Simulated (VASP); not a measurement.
# ZnO (P6_3mc) in VASP: a series of runs

ZnO is run at these levels: PBEsol; tasks: single point, relaxation of the atoms.

All numbers are computed with VASP 6.6.1; they aren't measurements. Logs are shortened: lines on timing, memory, paths and dates and some standing lists are left out, and cuts for length are marked.

## Step 1: The cell of the first run

The structure is hexagonal, space group P6_3mc (No. 186). Conventional cell: a = 3.182 Å, b = 3.182 Å, c = 5.527 Å, α = 90.00°, β = 90.00°, γ = 120.00°. Zn (site symmetry 3m) has 4 O at 1.98 to 2.03 Å within 2.6 Å. O (site symmetry 3m) has 4 Zn at 1.98 to 2.03 Å within 2.6 Å.

## Step 2: Single point, PBEsol (uniaxial strain along c: +6.0 %)

File INCAR:

```
SYSTEM = ZnO
PREC     = Accurate       ! precision mode
ENCUT    = 520            ! plane-wave cutoff, eV
EDIFF    = 1E-7           ! SCF threshold, eV
ISMEAR   = 0              ! smearing method
SIGMA    = 0.02           ! smearing width, eV
LREAL    = .False.        ! projectors in reciprocal space
LASPH    = .True.         ! aspherical terms in the spheres
NELM     = 60             ! most SCF steps
ALGO     = Normal         ! electronic algorithm
ISIF     = 2              ! what is computed and relaxed
LWAVE    = .False.        ! write WAVECAR
LCHARG   = .True.         ! write CHGCAR
GGA      = PS             ! functional
LELF     = .True.         ! ELF
LVHAR    = .True.       
NBANDS   = 26             ! bands
```

File KPOINTS:

```
Automatic mesh
0
Gamma
  12 12 6
  0 0 0
```

File POSCAR:

```
ZnO
1.0
    3.1820165052      0.0000000000      0.0000000000
   -1.5910082526      2.7557071288      0.0000000000
    0.0000000000      0.0000000000      5.5269201476
Zn O
2 2
Direct
    0.6666666667      0.3333333333      0.5068071587
    0.3333333333      0.6666666667      0.0068071587
    0.6666666666      0.3333333334      0.8735028413
    0.3333333334      0.6666666666      0.3735028413
```

Potentials or basis: VASP PAW PBE potentials, release 64 (Zn, O).

On the command line:

```
$ cat potpaw_PBE.64/Zn/POTCAR potpaw_PBE.64/O/POTCAR > POTCAR
$ mpirun -np 1 vasp_std > vasp.out
```

OUTCAR:

```text
SYSTEM = ZnO
   PREC = Accurate
   ENCUT = 520
   EDIFF = 1E-7
   ISMEAR = 0
   LREAL = .False.
   LASPH = .True.
   NELM = 60
   ISIF = 2
   GGA = PS

 ion  position               nearest neighbor table
   1  0.667  0.333  0.507-   4 1.98   4 1.98   4 1.98   3 2.03
   2  0.333  0.667  0.007-   3 1.98   3 1.98   3 1.98   4 2.03
   3  0.667  0.333  0.874-   2 1.98   2 1.98   2 1.98   1 2.03
   4  0.333  0.667  0.374-   1 1.98   1 1.98   1 1.98   2 2.03

  LATTYP: Found a hexagonal cell.
 ALAT       =     3.1820165052
 C/A-ratio  =     1.7369237836

  Lattice vectors:

 A1 = (   3.1820165052,   0.0000000000,   0.0000000000)
 A2 = (  -1.5910082526,   2.7557071288,   0.0000000000)
 A3 = (   0.0000000000,   0.0000000000,   5.5269201476)

Analysis of symmetry for initial positions (statically):
=====================================================================
 Subroutine PRICEL returns:
 Original cell was already a primitive cell.

 Routine SETGRP: Setting up the symmetry group for a
 hexagonal supercell.

 Subroutine GETGRP returns: Found 12 space group operations
 (whereof  6 operations were pure point group operations)
 out of a pool of 24 trial point group operations.

The static configuration has the point symmetry C_3v.
 The point group associated with its full space group is C_6v.

Analysis of symmetry for dynamics (positions and initial velocities):
=====================================================================
 Subroutine PRICEL returns:
 Original cell was already a primitive cell.

 Routine SETGRP: Setting up the symmetry group for a
 hexagonal supercell.

 Subroutine GETGRP returns: Found 12 space group operations
 (whereof  6 operations were pure point group operations)
 out of a pool of 24 trial point group operations.

The dynamic configuration has the point symmetry C_3v.
 The point group associated with its full space group is C_6v.

 Subroutine INISYM returns: Found 12 space group operations
 (whereof  6 operations are pure point group operations),
 and found     1 'primitive' translations

----------------------------------------------------------------------------------------

                                     Primitive cell

  volume of cell :      48.4639

  direct lattice vectors                    reciprocal lattice vectors
     3.182016505  0.000000000  0.000000000     0.314266126  0.181441632  0.000000000
    -1.591008253  2.755707129  0.000000000     0.000000000  0.362883265  0.000000000
     0.000000000  0.000000000  5.526920148     0.000000000  0.000000000  0.180932594

  length of vectors
     3.182016505  3.182016505  5.526920148     0.362883265  0.362883265  0.180932594

  position of ions in fractional coordinates (direct lattice)
     0.666666667  0.333333333  0.506807159
     0.333333333  0.666666667  0.006807159
     0.666666667  0.333333333  0.873502841
     0.333333333  0.666666667  0.373502841

  ion indices of the primitive-cell ions
   primitive index   ion index
                 1           1
                 2           2
                 3           3
                 4           4

----------------------------------------------------------------------------------------

 KPOINTS: Automatic mesh

Automatic generation of k-mesh.
 Grid dimensions read from file:
 generate k-points for:   12   12    6

 Generating k-lattice:

  Cartesian coordinates                     Fractional coordinates (reciprocal lattice)
     0.026188844  0.015120136  0.000000000     0.083333333  0.000000000  0.000000000
     0.000000000  0.030240272  0.000000000     0.000000000  0.083333333  0.000000000
     0.000000000  0.000000000  0.030155432     0.000000000  0.000000000  0.166666667

  Length of vectors
     0.030240272  0.030240272  0.030155432

  Shift w.r.t. Gamma in fractional coordinates (k-lattice)
     0.000000000  0.000000000  0.000000000

 Subroutine IBZKPT returns following result:
 ===========================================

 Found     76 irreducible k-points:

 Following reciprocal coordinates:
            Coordinates               Weight
  0.000000  0.000000  0.000000      1.000000
  0.083333  0.000000  0.000000      6.000000
  0.166667 -0.000000  0.000000      6.000000
  0.250000  0.000000  0.000000      6.000000
  0.333333  0.000000  0.000000      6.000000
  0.416667  0.000000  0.000000      6.000000
[... 16 lines left out ...]
  0.250000  0.000000  0.166667     12.000000
  0.333333  0.000000  0.166667     12.000000
 [... further k-points ...]
   k-points           NKPTS =     76   k-points in BZ     NKDIM =     76   number of bands    NBANDS=     26
   number of dos      NEDOS =    301   number of ions     NIONS =      4
   total plane-waves  NPLWV =  24192
   dimension x,y,z NGX =    24 NGY =   24 NGZ =   42
   dimension x,y,z NGXF=    48 NGYF=   48 NGZF=   84
   ions per type =               2   2
   NGX,Y,Z   is equivalent  to a cutoff of  12.54, 12.54, 12.63 a.u.
   NGXF,Y,Z  is equivalent  to a cutoff of  25.08, 25.08, 25.27 a.u.
 SYSTEM =  ZnO
   PREC   = accura    normal or accurate (medium, high low for compatibility)
   ISTART =      0    job   : 0-new  1-cont  2-samecut
   ICHARG =      2    charge: 1-file 2-atom 10-const
   ISPIN  =      1    spin polarized calculation?
   LNONCOLLINEAR =      F non collinear calculations
   LSORBIT =      F    spin-orbit coupling
   LASPH  =      T    aspherical Exc in radial PAW
   ENCUT  =  520.0 eV  38.22 Ry    6.18 a.u.   5.92  5.92 10.28*2*pi/ulx,y,z
   NELM   =     60;   NELMIN=  2; NELMDL= -5     # of ELM steps
   EDIFF  = 0.1E-06   stopping-criterion for ELM
   LREAL  =      F    real-space projection
   EDIFFG = 0.1E-05   stopping-criterion for IOM
   NSW    =      0    number of steps for IOM
   IBRION =     -1    ionic relax: 0-MD 1-quasi-New 2-CG
   NFREE  =      0    steps in history (QN), initial steepest desc. (CG)
   ISIF   =      2    stress and relaxation
   ISYM   =      2    0-nonsym 1-usesym 2-fastsym
   POTIM  = 0.5000    time-step for ionic-motion
   TEBEG  =    0.0;   TEEND  =   0.0 temperature during run
   PSTRESS=    0.0 pullay stress
   NELECT =      36.0000    total number of electrons
   NUPDOWN=      -1.0000    fix difference up-down
   EMIN   =  10.00;   EMAX   =-10.00  energy-range for DOS
   EFERMI =   0.00;   METHOD = LEGACY
   ISMEAR =     0;   SIGMA  =   0.02  broadening in eV -4-tet -1-fermi 0-gaus
   EFERMI_NEDOS =   21; number of points for ismear=-14 and -15
   IALGO  =     38    algorithm
   IMIX   =      4    mixing-type and parameters
     AMIX     =   0.40;   BMIX     =  1.00
     AMIX_MAG =   1.60;   BMIX_MAG =  1.00
  volume/ion in A,a.u.               =      12.12        81.76
  Fermi-wavevector in a.u.,A,eV,Ry     =   1.482641  2.801786 29.908672  2.198225
  Thomas-Fermi vector in A             =   2.596402
   LORBIT       =      0    0 simple, 1 ext, 2 COOP (PROOUT), +10 PAW based schemes
   GGA     = PS    functional components
   LHFCALC =     F    Hartree Fock is set to
   AEXX    =    0.0000 exact exchange contribution
   IVDW    =     0    specifies the selected vdW correction
   LEPSILON=     F    determine dielectric tensor
   LRPA    =     F    only Hartree local field effects (RPA)
 non-spin polarized calculation
 Gauss-broadening in eV      SIGMA  =   0.02
  energy-cutoff  :      520.00
  volume of cell :       48.46
 maximum number of plane-waves:      1323
 NGX is ok and might be reduce to    24
   NGX = 11   NGY = 11   NGZ = 21

 number of electron      35.9999976 magnetization

 Free energy of the ion-electron system (eV)
  ---------------------------------------------------
  ext. energy  EPLUGINS =         0.00000000
  ---------------------------------------------------
  free energy    TOTEN  =       -19.33433899 eV

  energy without entropy =      -19.33433899  energy(sigma->0) =      -19.33433899

 E-fermi :   1.0843     XC(G=0): -11.0985

 val. band max:        0.9390388327   @ k =   0.0000   0.0000   0.0000
 cond. band min:       1.4456459122   @ k =   0.0000   0.0000   0.0000
 fundamental gap:      0.5066070795
 Fermi energy:         1.0842829204

 k-point     1 :       0.0000    0.0000    0.0000
  band No.  band energies     occupation
      1     -16.9995      2.00000
      2     -16.3837      2.00000
      3      -4.9443      2.00000
      4      -4.8368      2.00000
      5      -4.7118      2.00000
      6      -4.7118      2.00000
[... 18 lines left out ...]
     25      15.4057      0.00000
     26      15.4057      0.00000

 k-point     2 :       0.0833    0.0000    0.0000
  band No.  band energies     occupation
      1     -16.9585      2.00000
      2     -16.3611      2.00000
      3      -4.8780      2.00000
      4      -4.8112      2.00000
      5      -4.7500      2.00000
      6      -4.6918      2.00000
[... 18 lines left out ...]
     25      14.7754      0.00000
     26      15.4473      0.00000

 k-point     3 :       0.1667   -0.0000    0.0000
  band No.  band energies     occupation
      1     -16.8433      2.00000
      2     -16.3003      2.00000
      3      -4.8997      2.00000
      4      -4.7490      2.00000
      5      -4.6433      2.00000
      6      -4.6406      2.00000
[... 18 lines left out ...]
     25      14.3738      0.00000
     26      15.3650      0.00000

 k-point     4 :       0.2500    0.0000    0.0000
  band No.  band energies     occupation
      1     -16.6774      2.00000
      2     -16.2200      2.00000
      3      -5.0194      2.00000
      4      -4.7160      2.00000
      5      -4.5815      2.00000
      6      -4.5066      2.00000
[... 18 lines left out ...]
     25      14.3713      0.00000
     26      15.0378      0.00000
[... 496 lines left out ...]
      1     -16.8086      2.00000
      2     -16.3383      2.00000
      3      -4.9454      2.00000
      4      -4.8266      2.00000
      5      -4.6762      2.00000
      6      -4.6280      2.00000
[... 18 lines left out ...]
     25      14.3908      0.00000
     26      15.2219      0.00000

 k-point    23 :       0.2500    0.0000    0.1667
  band No.  band energies     occupation
      1     -16.6474      2.00000
      2     -16.2512      2.00000
      3      -5.0473      2.00000
      4      -4.7962      2.00000
      5      -4.5645      2.00000
      6      -4.5368      2.00000
[... 18 lines left out ...]
     25      14.3951      0.00000
     26      15.0450      0.00000

 k-point    24 :       0.3333    0.0000    0.1667
  band No.  band energies     occupation
      1     -16.4730      2.00000
      2     -16.1703      2.00000
      3      -5.1065      2.00000
      4      -4.8219      2.00000
      5      -4.5158      2.00000
      6      -4.3718      2.00000
[... 18 lines left out ...]
     25      14.1854      0.00000
     26      15.0292      0.00000

 [... further k-points ...]

------------------------ aborting loop because EDIFF is reached ----------------------------------------

  FORCE on cell =-STRESS in cart. coord.  units (eV):
  Direction    XX          YY          ZZ          XY          YZ          ZX
  --------------------------------------------------------------------------------------
  -------------------------------------------------------------------------------------
  Total        0.1228038      0.1228038     -3.1516352      0.0000000      0.0000000      0.0000000
  in kB        4.0597912      4.0597912   -104.1904352      0.0000000      0.0000000      0.0000000
  external PRESSURE =     -32.0236176 kB  Pullay stress =       0.0000000 kB

 VOLUME and BASIS-vectors are now :
 -----------------------------------------------------------------------------
  energy-cutoff  :      520.00
  volume of cell :       48.46
      direct lattice vectors                 reciprocal lattice vectors
     3.182016505  0.000000000  0.000000000     0.314266126  0.181441632  0.000000000
    -1.591008253  2.755707129  0.000000000     0.000000000  0.362883265  0.000000000
     0.000000000  0.000000000  5.526920148     0.000000000  0.000000000  0.180932594

 POSITION                                       TOTAL-FORCE (eV/Angst)
 -----------------------------------------------------------------------------------
      1.59101      0.91857      2.80108         0.000000      0.000000      0.132554
     -0.00000      1.83714      0.03762        -0.000000      0.000000      0.132554
      1.59101      0.91857      4.82778        -0.000000     -0.000000     -0.132554
      0.00000      1.83714      2.06432        -0.000000      0.000000     -0.132554
 -----------------------------------------------------------------------------------
    total drift:                                0.000000      0.000000      0.001534

  FREE ENERGIE OF THE ION-ELECTRON SYSTEM (eV)
  ---------------------------------------------------
  free  energy   TOTEN  =       -19.3343389869 eV

  energy  without entropy=      -19.3343389869  energy(sigma->0) =      -19.33433899
```

Wall time 36 s (1 thread of Intel Xeon Platinum 8559C (Emerald Rapids), shared host); peak memory 0.21 GiB.

What came out:

```yaml
Free_energy: -19.3343 eV
Pressure: -3.2 GPa
Largest_force: 0.133 eV/Å
Band_gap_on_the_k_mesh: 0.51 eV
```

Forces in eV/Å, atoms in the order of the input:
```
Zn   0.000  0.000  0.133
Zn   0.000  0.000  0.133
O    0.000  0.000 -0.133
O    0.000  0.000 -0.133
```

Stress tensor (GPa, compression positive):
```
  0.41   0.00   0.00
  0.00   0.41   0.00
  0.00   0.00 -10.42
```

Levels at points of the mesh, in eV from the valence-band top:
| k point | band 15 | band 16 | band 17 | band 18 | band 19 | band 20 | band 21 | band 22 |
| --- | --- | --- | --- | --- | --- | --- | --- | --- |
| (0.00, 0.00, 0.00) | -0.70 | -0.23 | 0.00 | 0.00 | 0.51 | 5.29 | 7.38 | 12.45 |
| (0.50, 0.00, 0.00) | -2.87 | -2.05 | -1.48 | -0.77 | 5.59 | 6.68 | 6.82 | 8.58 |
| (0.00, 0.00, 0.50) | -0.35 | -0.35 | -0.35 | -0.35 | 3.18 | 3.18 | 9.42 | 9.42 |
| (0.50, 0.00, 0.50) | -1.65 | -1.65 | -1.38 | -1.38 | 5.32 | 5.32 | 8.22 | 8.22 |

Caveat: the cell differs from its parent crystal (uniaxial strain along c: +6.0 %); the cell stands under tension; the PAW data sets were made with another functional, which shifts forces and pressure a little.

(Continued in part 2 of 2.)
